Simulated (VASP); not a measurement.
Here is a VASP 6.6.1 calculation.

INCAR

```
SYSTEM = Se
ALGO = Normal
EDIFF = 1E-6
ENCUT = 520
GGA = PE
ISIF = 2
ISMEAR = -1
LASPH = .True.
LCHARG = .False.
LREAL = .False.
LWAVE = .False.
NBANDS = 9
NELM = 80
PREC = Accurate
SIGMA = 0.08
```

File KPOINTS:

```
k-points
0
Gamma
  15 15 15
  0 0 0
```

File POSCAR:

```
Se
1.0
    2.2749659714      0.0000000000      0.0000000000
    0.0000000000      2.2749659714      0.0000000000
    0.0000000000      0.0000000000      2.2749659714
Se
1
Direct
    0.0000000000      0.0000000000      0.0000000000
```

Potentials or basis: VASP PAW PBE potentials, release 64 (Se).

The run is started by

```bash
$ cat potpaw_PBE.64/Se/POTCAR > POTCAR
$ mpirun -np 1 vasp_std > vasp.out
```

(1) Estimate the pressure.

(2) Predict the band gap on the k mesh.

Results:

(1) 173.8 GPa.

(2) zero (band 3 reaches 21.73 eV, above the bottom of band 4 at 10.50 eV).
